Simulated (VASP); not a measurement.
# Mo: relaxation of cell and atoms with PBE

Mo:

```
Mo
1.0
     3.80806    0.00000    0.00000
     0.00000    3.80806    0.00000
     0.00000    0.00000    3.80806
Mo
3
Direct
  0.00000 0.50000 0.50000
  0.50000 0.00000 0.50000
  0.50000 0.50000 0.00000
```

| Quantity | Value |
| --- | --- |
| Program | VASP 6.6.1 |
| Task | relaxation of cell and atoms |
| Functional | PBE |
| Potentials or basis | VASP PAW PBE potentials, release 64 (Mo_sv) |
| Cutoff | 600 eV |
| k mesh | 12 × 12 × 12 |
| Occupations | gaussian, width 0.1 eV |
| Spin | no spin polarisation |
| Dipole correction | no |
| Further INCAR settings | ALGO = Fast; EDIFF = 1e-07; IBRION = 2; EDIFFG = -0.01; NSW = 100; ISIF = 3 |

The relaxed volume is 18.36 Å³/atom and the relaxed cell is a = 3.805 Å, b = 3.805 Å, c = 3.805 Å, α = 90.00°, β = 90.00°, γ = 90.00°. The space group after relaxing (to 0.05 Å) is Pm-3m (No. 221), the energy gained by relaxing is 0.1 meV/atom and the ionic steps are 3. The pressure after relaxing is 0.0 GPa and the band gap on the k mesh is zero (band 21 reaches 11.26 eV, above the bottom of band 22 at 9.07 eV).

The path:
| step | energy change (eV) | largest force (eV/Å) | pressure (GPa) | volume (Å³) |
| --- | --- | --- | --- | --- |
| 1 | 0.0000 | 0.0000 | -0.46 | 55.22 |
| 2 | 0.0006 | 0.0000 | 0.98 | 54.81 |
| 3 | -0.0002 | 0.0000 | 0.01 | 55.08 |

Final structure:
```xyz
3
Lattice="3.8049 0.0000 0.0000 0.0000 3.8049 0.0000 0.0000 0.0000 3.8049" Properties=species:S:1:pos:R:3 pbc="T T T"
Mo    0.0000    1.9024    1.9024
Mo    1.9024    0.0000    1.9024
Mo    1.9024    1.9024    0.0000
```

Levels at points of the mesh, in eV from the Fermi level:
| k point | band 18 | band 19 | band 20 | band 21 | band 22 | band 23 | band 24 | band 25 |
| --- | --- | --- | --- | --- | --- | --- | --- | --- |
| (0.00, 0.00, 0.00) | -3.32 | -3.32 | 1.47 | 1.47 | 1.47 | 3.30 | 3.30 | 4.80 |
| (0.50, 0.00, 0.00) | -1.81 | -1.20 | -0.61 | -0.61 | 0.42 | 0.60 | 0.74 | 1.68 |
| (0.50, 0.50, 0.00) | -1.89 | -1.42 | -1.42 | -0.50 | -0.50 | 0.74 | 0.74 | 0.80 |
| (0.50, 0.50, 0.50) | -1.05 | -1.05 | 1.15 | 1.15 | 1.15 | 2.26 | 2.46 | 2.95 |

It took 11 min on 1 thread of AMD EPYC 7R13 (shared host), peak memory 0.22 GiB.
